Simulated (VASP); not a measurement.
# Fe3Cl (I4/mmm) in VASP: further runs

The runs below take Fe3Cl through single point, relaxation of cell and atoms, with PBE.

Everything below comes from runs of VASP 6.6.1. Logs are shortened: lines on timing, memory, paths and dates and some standing lists are left out, and cuts for length are marked.

### Step 1. The cell of the first run

Symmetry: I4/mmm, No. 139, tetragonal system. The conventional cell has a = 3.572 Å, b = 3.572 Å, c = 8.640 Å, α = 90.00°, β = 90.00°, γ = 90.00°. Within 3.3 Å of Fe (site symmetry 4/mmm) lie 4 Cl at 2.53 Å and 8 Fe at 2.80 Å. Within 3.3 Å of Fe (site symmetry -4m2) lie 8 Fe at 2.53 to 2.80 Å and 4 Cl at 2.80 Å. Cl (site symmetry 4/mmm) has 12 Fe at 2.53 to 2.80 Å within 3.3 Å.

### Step 2. Single point, PBE, collinear spin, ferromagnetic start

Input file INCAR:

```
PREC = Accurate
ENCUT = 520
EDIFF = 1E-6
ISMEAR = 0
SIGMA = 0.1
LREAL = F
LASPH = T
NELM = 150
ALGO = Normal
ISIF = 2
LWAVE = F
LCHARG = T
ISPIN = 2
MAGMOM = 3.21 3.23 3.23 0.16
LORBIT = 11
LMAXMIX = 4
GGA = PE
LELF = T
LVHAR = T
NBANDS = 28
```

Input file KPOINTS:

```
regular mesh
0
Gamma
  6 6 6
```

Input file POSCAR:

```
Fe3Cl
1.0
   -1.7860289199      1.7860289199      4.3197720691
    1.7860289199     -1.7860289199      4.3197720691
    1.7860289199      1.7860289199     -4.3197720691
Fe Cl
3 1
Direct
    0.5000000000      0.5000000000      0.0000000000
    0.2500000000      0.7500000000      0.5000000000
    0.7500000000      0.2500000000      0.5000000000
    0.0000000000      0.0000000000      0.0000000000
```

Potentials or basis: VASP PAW PBE potentials, release 64 (Fe, Cl).

On the command line:

```
$ cat potpaw_PBE.64/Fe/POTCAR potpaw_PBE.64/Cl/POTCAR > POTCAR
$ mpirun -np 1 vasp_std > vasp.out
```

OUTCAR:

```text
PREC = Accurate
   ENCUT = 520
   EDIFF = 1E-6
   ISMEAR = 0
   LREAL = F
   LASPH = T
   NELM = 150
   ISIF = 2
   ISPIN = 2
   LORBIT = 11
   GGA = PE

 ion  position               nearest neighbor table
   1  0.500  0.500  0.000-   4 2.53   4 2.53   4 2.53   4 2.53   3 2.80   2 2.80   3 2.80   3 2.80
                             2 2.80   2 2.80   3 2.80   2 2.80
   2  0.250  0.750  0.500-   3 2.53   3 2.53   3 2.53   3 2.53   4 2.80   1 2.80   4 2.80   1 2.80
                             4 2.80   4 2.80   1 2.80   1 2.80
   3  0.750  0.250  0.500-   2 2.53   2 2.53   2 2.53   2 2.53   4 2.80   1 2.80   4 2.80   4 2.80
                             1 2.80   1 2.80   4 2.80   1 2.80
   4  0.000  0.000  0.000-   1 2.53   1 2.53   1 2.53   1 2.53   3 2.80   2 2.80   3 2.80   2 2.80
                             3 2.80   3 2.80   2 2.80   2 2.80

  LATTYP: Found a body centered tetragonal cell.
 ALAT       =     3.5720578398
 C/A-ratio  =     2.4186462050

  Lattice vectors:

 A1 = (  -1.7860289199,   1.7860289199,   4.3197720691)
 A2 = (   1.7860289199,  -1.7860289199,   4.3197720691)
 A3 = (   1.7860289199,   1.7860289199,  -4.3197720691)

Analysis of symmetry for initial positions (statically):
=====================================================================
 Subroutine PRICEL returns:
 Original cell was already a primitive cell.

 Routine SETGRP: Setting up the symmetry group for a
 body centered tetragonal supercell.

 Subroutine GETGRP returns: Found 16 space group operations
 (whereof 16 operations were pure point group operations)
 out of a pool of 16 trial point group operations.

The static configuration has the point symmetry D_4h.

Analysis of symmetry for dynamics (positions and initial velocities):
=====================================================================
 Subroutine PRICEL returns:
 Original cell was already a primitive cell.

 Routine SETGRP: Setting up the symmetry group for a
 body centered tetragonal supercell.

 Subroutine GETGRP returns: Found 16 space group operations
 (whereof 16 operations were pure point group operations)
 out of a pool of 16 trial point group operations.

The dynamic configuration has the point symmetry D_4h.

Analysis of structural, dynamic, and magnetic symmetry:
=====================================================================
 Subroutine PRICEL returns:
 Original cell was already a primitive cell.

 Routine SETGRP: Setting up the symmetry group for a
 body centered tetragonal supercell.

 Subroutine GETGRP returns: Found 16 space group operations
 (whereof 16 operations were pure point group operations)
 out of a pool of 16 trial point group operations.

The overall configuration has the point symmetry D_4h.

 Subroutine INISYM returns: Found 16 space group operations
 (whereof 16 operations are pure point group operations),
 and found     1 'primitive' translations

----------------------------------------------------------------------------------------

                                     Primitive cell

  volume of cell :      55.1186

  direct lattice vectors                    reciprocal lattice vectors
    -1.786028920  1.786028920  4.319772069     0.000000000  0.279950674  0.115746848
     1.786028920 -1.786028920  4.319772069     0.279950674  0.000000000  0.115746848
     1.786028920  1.786028920 -4.319772069     0.279950674  0.279950674  0.000000000

  length of vectors
     5.004021316  5.004021316  5.004021316     0.302935162  0.302935162  0.395910040

  position of ions in fractional coordinates (direct lattice)
     0.500000000  0.500000000  0.000000000
     0.250000000  0.750000000  0.500000000
     0.750000000  0.250000000  0.500000000
     0.000000000  0.000000000  0.000000000

  ion indices of the primitive-cell ions
   primitive index   ion index
                 1           1
                 2           2
                 3           3
                 4           4

----------------------------------------------------------------------------------------

[... 21 lines left out ...]

 Found     30 irreducible k-points:

 Following reciprocal coordinates:
            Coordinates               Weight
  0.000000  0.000000  0.000000      1.000000
  0.166667  0.000000 -0.000000      8.000000
  0.333333  0.000000 -0.000000      8.000000
  0.500000  0.000000 -0.000000      4.000000
  0.166667  0.166667 -0.000000      8.000000
  0.333333  0.166667 -0.000000     16.000000
[... 16 lines left out ...]
 -0.333333 -0.333333  0.166667      8.000000
 -0.166667 -0.333333  0.166667      8.000000
 [... further k-points ...]
   k-points           NKPTS =     30   k-points in BZ     NKDIM =     30   number of bands    NBANDS=     28
   number of dos      NEDOS =    301   number of ions     NIONS =      4
   total plane-waves  NPLWV =  64000
   dimension x,y,z NGX =    40 NGY =   40 NGZ =   40
   dimension x,y,z NGXF=    80 NGYF=   80 NGZF=   80
   ions per type =               3   1
   NGX,Y,Z   is equivalent  to a cutoff of  13.29, 13.29, 13.29 a.u.
   NGXF,Y,Z  is equivalent  to a cutoff of  26.58, 26.58, 26.58 a.u.
 SYSTEM =  unknown system
   PREC   = accura    normal or accurate (medium, high low for compatibility)
   ISTART =      0    job   : 0-new  1-cont  2-samecut
   ICHARG =      2    charge: 1-file 2-atom 10-const
   ISPIN  =      2    spin polarized calculation?
   LNONCOLLINEAR =      F non collinear calculations
   LSORBIT =      F    spin-orbit coupling
   LASPH  =      T    aspherical Exc in radial PAW
   ENCUT  =  520.0 eV  38.22 Ry    6.18 a.u.   9.30  9.30  9.30*2*pi/ulx,y,z
   NELM   =    150;   NELMIN=  2; NELMDL= -5     # of ELM steps
   EDIFF  = 0.1E-05   stopping-criterion for ELM
   LREAL  =      F    real-space projection
   EDIFFG = 0.1E-04   stopping-criterion for IOM
   NSW    =      0    number of steps for IOM
   IBRION =     -1    ionic relax: 0-MD 1-quasi-New 2-CG
   NFREE  =      0    steps in history (QN), initial steepest desc. (CG)
   ISIF   =      2    stress and relaxation
   ISYM   =      2    0-nonsym 1-usesym 2-fastsym
   POTIM  = 0.5000    time-step for ionic-motion
   TEBEG  =    0.0;   TEEND  =   0.0 temperature during run
   PSTRESS=    0.0 pullay stress
   NELECT =      31.0000    total number of electrons
   NUPDOWN=      -1.0000    fix difference up-down
   EMIN   =  10.00;   EMAX   =-10.00  energy-range for DOS
   EFERMI =   0.00;   METHOD = LEGACY
   ISMEAR =     0;   SIGMA  =   0.10  broadening in eV -4-tet -1-fermi 0-gaus
   EFERMI_NEDOS =   21; number of points for ismear=-14 and -15
   IALGO  =     38    algorithm
   IMIX   =      4    mixing-type and parameters
     AMIX     =   0.40;   BMIX     =  1.00
     AMIX_MAG =   1.60;   BMIX_MAG =  1.00
  volume/ion in A,a.u.               =      13.78        92.99
  Fermi-wavevector in a.u.,A,eV,Ry     =   1.351334  2.553652 24.845658  1.826104
  Thomas-Fermi vector in A             =   2.478765
   LORBIT       =     11    0 simple, 1 ext, 2 COOP (PROOUT), +10 PAW based schemes
   GGA     = PE    functional components
   LHFCALC =     F    Hartree Fock is set to
   AEXX    =    0.0000 exact exchange contribution
   IVDW    =     0    specifies the selected vdW correction
   LEPSILON=     F    determine dielectric tensor
   LRPA    =     F    only Hartree local field effects (RPA)
 spin polarized calculation
 Gauss-broadening in eV      SIGMA  =   0.10
  energy-cutoff  :      520.00
  volume of cell :       55.12
 maximum number of plane-waves:      1502
 NGX is ok and might be reduce to    40
   NGX = 19   NGY = 19   NGZ = 19

 number of electron      30.9999998 magnetization       8.8859605

 Free energy of the ion-electron system (eV)
  ---------------------------------------------------
  ext. energy  EPLUGINS =         0.00000000
  ---------------------------------------------------
  free energy    TOTEN  =       -24.04300112 eV

  energy without entropy =      -24.02829447  energy(sigma->0) =      -24.03564780

 E-fermi :   6.4228     XC(G=0): -11.9239

 val. band max:        6.4125532849   @ k =   0.5000   0.5000   0.3333
 cond. band min:       6.4464416239   @ k =  -0.1667   0.1667   0.1667
 fundamental gap:      0.0338883390
 Fermi energy:         6.4228492714

 spin component 1

 k-point     1 :       0.0000    0.0000    0.0000
  band No.  band energies     occupation
      1     -12.0764      1.00000
      2      -0.6766      1.00000
      3       0.1790      1.00000
      4       0.1790      1.00000
      5       0.5857      1.00000
      6       2.3835      1.00000
[... 709 lines left out ...]
     26      15.8545      0.00000
     27      16.2850      0.00000

 [... further k-points ...]

 spin component 2

 k-point     1 :       0.0000    0.0000    0.0000
  band No.  band energies     occupation
      1     -11.8571      1.00000
      2      -0.3501      1.00000
      3       0.5413      1.00000
      4       0.5413      1.00000
      5       1.2471      1.00000
      6       4.3957      1.00000
[... 709 lines left out ...]
     26      16.7282      0.00000
     27      17.1804      0.00000

 [... further k-points ...]

 [bands above 27 left out]

------------------------ aborting loop because EDIFF is reached ----------------------------------------

  FORCE on cell =-STRESS in cart. coord.  units (eV):
  Direction    XX          YY          ZZ          XY          YZ          ZX
  --------------------------------------------------------------------------------------
  -------------------------------------------------------------------------------------
  Total        0.0036184      0.0036184      0.0009570      0.0000000      0.0000000      0.0000000
  in kB        0.1051803      0.1051803      0.0278186      0.0000000      0.0000000      0.0000000
  external PRESSURE =       0.0793931 kB  Pullay stress =       0.0000000 kB

 VOLUME and BASIS-vectors are now :
 -----------------------------------------------------------------------------
  energy-cutoff  :      520.00
  volume of cell :       55.12
      direct lattice vectors                 reciprocal lattice vectors
    -1.786028920  1.786028920  4.319772069     0.000000000  0.279950674  0.115746848
     1.786028920 -1.786028920  4.319772069     0.279950674  0.000000000  0.115746848
     1.786028920  1.786028920 -4.319772069     0.279950674  0.279950674  0.000000000

 POSITION                                       TOTAL-FORCE (eV/Angst)
 -----------------------------------------------------------------------------------
      0.00000      0.00000      4.31977        -0.000000      0.000000     -0.000000
      1.78603     -0.00000      2.15989         0.000000     -0.000000     -0.000000
     -0.00000      1.78603      2.15989        -0.000000     -0.000000      0.000000
      0.00000      0.00000      0.00000        -0.000000      0.000000     -0.000000
 -----------------------------------------------------------------------------------
    total drift:                               -0.000000     -0.000000      0.000000

  FREE ENERGIE OF THE ION-ELECTRON SYSTEM (eV)
  ---------------------------------------------------
  free  energy   TOTEN  =       -24.0430011230 eV

  energy  without entropy=      -24.0282944744  energy(sigma->0) =      -24.03564780

 total charge

# of ion       s       p       d       tot
------------------------------------------
    1        0.341   0.321   6.238   6.900
    2        0.426   0.335   6.205   6.966
    3        0.426   0.335   6.205   6.966
    4        1.643   3.360   0.000   5.003
--------------------------------------------------
tot          2.835   4.350  18.649  25.834

 magnetization (x)

# of ion       s       p       d       tot
------------------------------------------
    1       -0.006   0.000   2.885   2.879
    2        0.018  -0.002   2.858   2.874
    3        0.018  -0.002   2.858   2.874
    4        0.020   0.153   0.000   0.173
--------------------------------------------------
tot          0.049   0.150   8.601   8.800
```

Wall time 3.7 min (1 thread of Intel Xeon 6975P-C, shared host); peak memory 0.32 GiB.

What came out:

```
Free energy                                           : -24.0430 eV
Pressure                                              : 0.0 GPa
Net moment                                            : 8.89 μB per cell
Site moments                                          : Fe +2.88, +2.87; Cl +0.17 μB
Valence electrons inside the program's atomic spheres : Fe 6.90, 6.97; Cl 5.00
```

Levels at points of the mesh, in eV from the Fermi level:
Spin up:
| k point | band 17 | band 18 | band 19 | band 20 | band 21 | band 22 | band 23 | band 24 |
| --- | --- | --- | --- | --- | --- | --- | --- | --- |
| (0.00, 0.00, 0.00) | -1.66 | -1.66 | -1.28 | -0.24 | 3.65 | 4.13 | 5.06 | 5.06 |
| (0.50, 0.00, 0.00) | -1.56 | -1.55 | -1.34 | -1.01 | 1.65 | 2.42 | 5.60 | 6.14 |
| (0.50, 0.50, 0.00) | -1.53 | -1.20 | -1.04 | -0.86 | 1.92 | 3.39 | 4.48 | 4.60 |
| (0.50, 0.50, 0.50) | -1.32 | -1.28 | -0.76 | -0.24 | -0.15 | 6.01 | 6.06 | 6.06 |
Spin down:
```csv
k point,band 8,band 9,band 10,band 11,band 12,band 13,band 14,band 15
"(0.00, 0.00, 0.00)",-1.61,-1.28,-0.56,-0.56,0.22,0.23,0.23,0.70
"(0.50, 0.00, 0.00)",-0.52,-0.45,-0.35,-0.03,0.03,0.11,0.15,0.49
"(0.50, 0.50, 0.00)",-1.21,-0.99,-0.79,0.17,0.22,0.77,0.86,0.98
"(0.50, 0.50, 0.50)",-1.65,-1.63,-1.63,0.04,0.25,0.58,1.02,1.23
```

Caveat: the k points lie up to 0.41 Å⁻¹ apart; only a ferromagnetic start was run, and an antiferromagnetic order may lie lower in energy.

(Part 1 of 2 ends here.)
